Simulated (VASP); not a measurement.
# Mg27SeO26 (a cell with a defect) in VASP: single point with PBE

Aim: the single point of Mg27SeO26 (a cell with a defect) with PBE.

Program: VASP 6.6.1. These are calculated values, not measurements. Logs are shortened: lines on timing, memory, paths and dates and some standing lists are left out, and cuts for length are marked.

**1. The cell of the first run**

The cell holds a defect, 54 atoms: a = 8.946 Å, b = 8.946 Å, c = 8.946 Å, α = 60.00°, β = 60.00°, γ = 60.00°.

**2. Single point, PBE**

Input file INCAR:

```
  PREC = Accurate
  ENCUT = 520
  EDIFF = 1E-7
  ISMEAR = -1
  SIGMA = 0.01
  LREAL = Auto
  LASPH = T
  NELM = 100
  ALGO = Normal
  ISIF = 2
  LWAVE = F
  LCHARG = T
  GGA = PE
  LELF = T
  LVHAR = T
  NBANDS = 141
```

Input file KPOINTS:

```
regular mesh
0
Gamma
  3 3 3
```

Input file POSCAR:

```
Mg27SeO26
1.0
    0.0000000000      6.3255000000      6.3255000000
    6.3255000000      0.0000000000      6.3255000000
    6.3255000000      6.3255000000      0.0000000000
Mg Se O
27 1 26
Direct
    0.0001912042      0.0001912042      0.0001912042
   -0.0160319367     -0.0160319367      0.3493652701
    0.0001912042      0.0001912042      0.6660930542
   -0.0160319367      0.3493652701     -0.0160319367
   -0.0160319367      0.3493652701      0.3493652701
    0.0015812914      0.3317520419      0.6666666667
    0.0001912042      0.6660930542      0.0001912042
    0.0015812914      0.6666666667      0.3317520419
    0.0015812914      0.6666666667      0.6666666667
    0.3493652701     -0.0160319367     -0.0160319367
    0.3493652701     -0.0160319367      0.3493652701
    0.3317520419      0.0015812914      0.6666666667
    0.3493652701      0.3493652701     -0.0160319367
    0.3331421292      0.3331421292      0.3331421292
    0.3331421292      0.3331421292      0.6672402791
    0.3317520419      0.6666666667      0.0015812914
    0.3331421292      0.6672402791      0.3331421292
    0.3317520419      0.6666666667      0.6666666667
    0.6660930542      0.0001912042      0.0001912042
    0.6666666667      0.0015812914      0.3317520419
    0.6666666667      0.0015812914      0.6666666667
    0.6666666667      0.3317520419      0.0015812914
    0.6672402791      0.3331421292      0.3331421292
    0.6666666667      0.3317520419      0.6666666667
    0.6666666667      0.6666666667      0.0015812914
    0.6666666667      0.6666666667      0.3317520419
    0.6666666667      0.6666666667      0.6666666667
    0.1666666667      0.1666666667      0.1666666667
    0.1666666667      0.1666666667      0.5056993034
    0.1666666667      0.1666666667      0.8276340300
    0.1666666667      0.5056993034      0.1666666667
    0.1656660358      0.5003335436      0.5003335436
    0.1666666667      0.5056993034      0.8276340300
    0.1666666667      0.8276340300      0.1666666667
    0.1666666667      0.8276340300      0.5056993034
    0.1676672975      0.8329997897      0.8329997897
    0.5056993034      0.1666666667      0.1666666667
    0.5003335436      0.1656660358      0.5003335436
    0.5056993034      0.1666666667      0.8276340300
    0.5003335436      0.5003335436      0.1656660358
    0.5003335436      0.5003335436      0.5003335436
    0.5034682629      0.5034682629      0.8298650705
    0.5056993034      0.8276340300      0.1666666667
    0.5034682629      0.8298650705      0.5034682629
    0.5034682629      0.8298650705      0.8298650705
    0.8276340300      0.1666666667      0.1666666667
    0.8276340300      0.1666666667      0.5056993034
    0.8329997897      0.1676672975      0.8329997897
    0.8276340300      0.5056993034      0.1666666667
    0.8298650705      0.5034682629      0.5034682629
    0.8298650705      0.5034682629      0.8298650705
    0.8329997897      0.8329997897      0.1676672975
    0.8298650705      0.8298650705      0.5034682629
    0.8329997897      0.8329997897      0.8329997897
```

Potentials or basis: VASP PAW PBE potentials, release 64 (Mg, Se, O).

Command:

```sh
$ cat potpaw_PBE.64/Mg/POTCAR potpaw_PBE.64/Se/POTCAR potpaw_PBE.64/O/POTCAR > POTCAR
$ mpirun -np 1 vasp_std > vasp.out
```

OUTCAR:

```text
PREC = Accurate
   ENCUT = 520
   EDIFF = 1E-7
   ISMEAR = -1
   LREAL = Auto
   LASPH = T
   NELM = 100
   ISIF = 2
   GGA = PE

 ion  position               nearest neighbor table
   1  0.000  0.000  0.000-  30 2.11  34 2.11  46 2.11  36 2.12  48 2.12  52 2.12   6 2.97   8 2.97
                            12 2.97  16 2.97  20 2.97  22 2.97   4 2.99  10 2.99   2 2.99  19 2.99
   2  0.984  0.984  0.349-  53 1.95  46 2.15  34 2.15  47 2.15  35 2.15  28 2.31   9 2.84  21 2.84
                            20 2.84   8 2.84   1 2.99   3 2.99  17 2.99  23 2.99  10 3.27  11 3.27
   3  0.000  0.000  0.666-  35 2.11  47 2.11  29 2.11  36 2.12  48 2.12  54 2.12   6 2.97  12 2.97
                            18 2.97  24 2.97  21 2.97   9 2.97   5 2.99  11 2.99   2 2.99  19 2.99
   4  0.984  0.349  0.984-  51 1.95  46 2.15  30 2.15  49 2.15  33 2.15  28 2.31   9 2.84  25 2.84
                            22 2.84   6 2.84   7 2.99   1 2.99  23 2.99  15 2.99  10 3.27  13 3.27
   5  0.984  0.349  0.349-  50 1.95  49 2.15  47 2.15  31 2.15  29 2.15  28 2.31   6 2.84   8 2.84
                            24 2.84  26 2.84  14 2.99   7 2.99   3 2.99  23 2.99  11 3.27  13 3.27
   6  0.002  0.332  0.667-  29 2.06  30 2.06  32 2.10  48 2.10  50 2.12  51 2.12   5 2.84   4 2.84
                            12 2.95   3 2.97   1 2.97  15 2.97  14 2.97  22 3.00  24 3.00  27 3.00
   7  0.000  0.666  0.000-  33 2.11  49 2.11  31 2.11  52 2.12  36 2.12  54 2.12   8 2.97  16 2.97
                            18 2.97  26 2.97  25 2.97   9 2.97   5 2.99  13 2.99   4 2.99  19 2.99
   8  0.002  0.667  0.332-  31 2.06  34 2.06  32 2.10  52 2.10  50 2.12  53 2.12   5 2.84   2 2.84
                            16 2.95   7 2.97   1 2.97  17 2.97  14 2.97  20 3.00  26 3.00  27 3.00
   9  0.002  0.667  0.667-  33 2.06  35 2.06  54 2.10  32 2.10  53 2.12  51 2.12   2 2.84   4 2.84
[... 62 lines left out ...]
  53  0.830  0.830  0.503-   2 1.95  27 2.06  21 2.12   9 2.12   8 2.12  20 2.12
  54  0.833  0.833  0.833-   9 2.10  21 2.10  25 2.10  19 2.12   7 2.12   3 2.12

  LATTYP: Found a face centered cubic cell.
 ALAT       =    12.6510000000

  Lattice vectors:

 A1 = (   0.0000000000,   6.3255000000,   6.3255000000)
 A2 = (   6.3255000000,   0.0000000000,   6.3255000000)
 A3 = (   6.3255000000,   6.3255000000,   0.0000000000)

Analysis of symmetry for initial positions (statically):
=====================================================================
 Subroutine PRICEL returns:
 Original cell was already a primitive cell.

 Routine SETGRP: Setting up the symmetry group for a
 face centered cubic supercell.

 Subroutine GETGRP returns: Found 48 space group operations
 (whereof  6 operations were pure point group operations)
 out of a pool of 48 trial point group operations.

The static configuration has the point symmetry C_3v.
 The point group associated with its full space group is O_h .

Analysis of symmetry for dynamics (positions and initial velocities):
=====================================================================
[... 209 lines left out ...]
   ISMEAR =    -1;   SIGMA  =   0.01  broadening in eV -4-tet -1-fermi 0-gaus
   EFERMI_NEDOS =   21; number of points for ismear=-14 and -15
   IALGO  =     38    algorithm
   IMIX   =      4    mixing-type and parameters
     AMIX     =   0.40;   BMIX     =  1.00
     AMIX_MAG =   1.60;   BMIX_MAG =  1.00
  volume/ion in A,a.u.               =       9.37        63.26
  Fermi-wavevector in a.u.,A,eV,Ry     =   1.232503  2.329092 20.668107  1.519063
  Thomas-Fermi vector in A             =   2.367270
   LORBIT       =      0    0 simple, 1 ext, 2 COOP (PROOUT), +10 PAW based schemes
   GGA     = PE    functional components
   LHFCALC =     F    Hartree Fock is set to
   AEXX    =    0.0000 exact exchange contribution
   IVDW    =     0    specifies the selected vdW correction
   LEPSILON=     F    determine dielectric tensor
   LRPA    =     F    only Hartree local field effects (RPA)
 non-spin polarized calculation
  energy-cutoff  :      520.00
  volume of cell :      506.19
 maximum number of plane-waves:     13666
 NGX is ok and might be reduce to    70
   NGX = 33   NGY = 33   NGZ = 33

 number of electron     216.0000001 magnetization

 Free energy of the ion-electron system (eV)
  ---------------------------------------------------
  ext. energy  EPLUGINS =         0.00000000
  ---------------------------------------------------
  free energy    TOTEN  =      -312.14646790 eV

  energy without entropy =     -312.14646790  energy(sigma->0) =     -312.14646790

 E-fermi :   4.5713     XC(G=0): -11.1480

 val. band max:        4.3236180997   @ k =   0.0000   0.0000   0.0000
 cond. band min:       8.2288283026   @ k =   0.0000   0.0000   0.0000
 fundamental gap:      3.9052102030
 Fermi energy:         4.5713126229

 k-point     1 :       0.0000    0.0000    0.0000
  band No.  band energies     occupation
      1     -13.9480      2.00000
      2     -13.1619      2.00000
      3     -13.1619      2.00000
      4     -13.1619      2.00000
      5     -13.1015      2.00000
      6     -12.9373      2.00000
[... 481 lines left out ...]
    119      12.3296      0.00000
    120      12.3421      0.00000
 [bands above 120 left out]

------------------------ aborting loop because EDIFF is reached ----------------------------------------

  FORCE on cell =-STRESS in cart. coord.  units (eV):
  Direction    XX          YY          ZZ          XY          YZ          ZX
  --------------------------------------------------------------------------------------
  -------------------------------------------------------------------------------------
  Total       33.5992082     33.5992082     33.5992082      0.0000000     -0.0000000     -0.0000000
  in kB      106.3469527    106.3469527    106.3469527      0.0000000     -0.0000000     -0.0000000
  external PRESSURE =     106.3469527 kB  Pullay stress =       0.0000000 kB

 VOLUME and BASIS-vectors are now :
 -----------------------------------------------------------------------------
  energy-cutoff  :      520.00
  volume of cell :      506.19
      direct lattice vectors                 reciprocal lattice vectors
     0.000000000  6.325500000  6.325500000    -0.079045135  0.079045135  0.079045135
     6.325500000  0.000000000  6.325500000     0.079045135 -0.079045135  0.079045135
     6.325500000  6.325500000  0.000000000     0.079045135  0.079045135 -0.079045135

 POSITION                                       TOTAL-FORCE (eV/Angst)
 -----------------------------------------------------------------------------------
      0.00242      0.00242      0.00242         0.000365      0.000365      0.000365
      8.43400      8.43400     12.44818        -0.000000     -0.000000      0.005514
      4.21458      4.21458      0.00242        -0.000365     -0.000365      0.000365
      8.43400     12.44818      8.43400        -0.000000      0.005514     -0.000000
      4.41982      8.43400      8.43400        -0.005514     -0.000000     -0.000000
      6.31550      4.22700      2.10850         0.002948     -0.002948     -0.000000
[... 46 lines left out ...]
      8.43400      8.43400     10.49862        -0.000000     -0.000000     -0.028305
     10.53828     10.53828     10.53828        -0.002663     -0.002663     -0.002663
 -----------------------------------------------------------------------------------
    total drift:                                0.000061      0.000061      0.000061

  FREE ENERGIE OF THE ION-ELECTRON SYSTEM (eV)
  ---------------------------------------------------
  free  energy   TOTEN  =      -312.1464678995 eV

  energy  without entropy=     -312.1464678995  energy(sigma->0) =     -312.14646790
```

It took 32 min on 1 thread of AMD EPYC 7R43 (Zen 3), shared host; peak memory 0.74 GiB.

What came out:

```yaml
Free_energy: -312.1465 eV
Pressure: 10.6 GPa
Largest_force: 0.028 eV/Å
Band_gap_on_the_k_mesh: 3.91 eV
```

Forces in eV/Å, atoms in the order of the input:
```
Mg   0.000  0.000  0.000
Mg   0.000  0.000  0.006
Mg   0.000  0.000  0.000
Mg   0.000  0.006  0.000
Mg  -0.006  0.000  0.000
Mg   0.003 -0.003  0.000
Mg   0.000  0.000  0.000
Mg   0.003  0.000 -0.003
Mg   0.000 -0.003 -0.003
Mg   0.006  0.000  0.000
Mg   0.000 -0.006  0.000
Mg  -0.003  0.003  0.000
Mg   0.000  0.000 -0.006
Mg   0.000  0.000  0.000
Mg   0.000  0.000  0.000
Mg  -0.003  0.000  0.003
Mg   0.000  0.000  0.000
Mg   0.000  0.003  0.003
Mg   0.000  0.000  0.000
Mg   0.000  0.003 -0.003
Mg  -0.003  0.000 -0.003
Mg   0.000 -0.003  0.003
Mg   0.000  0.000  0.000
Mg   0.003  0.000  0.003
Mg  -0.003 -0.003  0.000
Mg   0.003  0.003  0.000
Mg   0.000  0.000  0.000
Se   0.000  0.000  0.000
O    0.000  0.000  0.000
O    0.000  0.000  0.000
O    0.000  0.000  0.000
O    0.003 -0.003 -0.003
O    0.000  0.000  0.000
O    0.000  0.000  0.000
O    0.000  0.000  0.000
O   -0.003  0.003  0.003
O    0.000  0.000  0.000
O   -0.003  0.003 -0.003
O    0.000  0.000  0.000
O   -0.003 -0.003  0.003
O    0.003  0.003  0.003
O    0.000  0.000  0.028
O    0.000  0.000  0.000
O    0.000  0.028  0.000
O   -0.028  0.000  0.000
O    0.000  0.000  0.000
O    0.000  0.000  0.000
O    0.003 -0.003  0.003
O    0.000  0.000  0.000
O    0.028  0.000  0.000
O    0.000 -0.028  0.000
O    0.003  0.003 -0.003
O    0.000  0.000 -0.028
O   -0.003 -0.003 -0.003
```
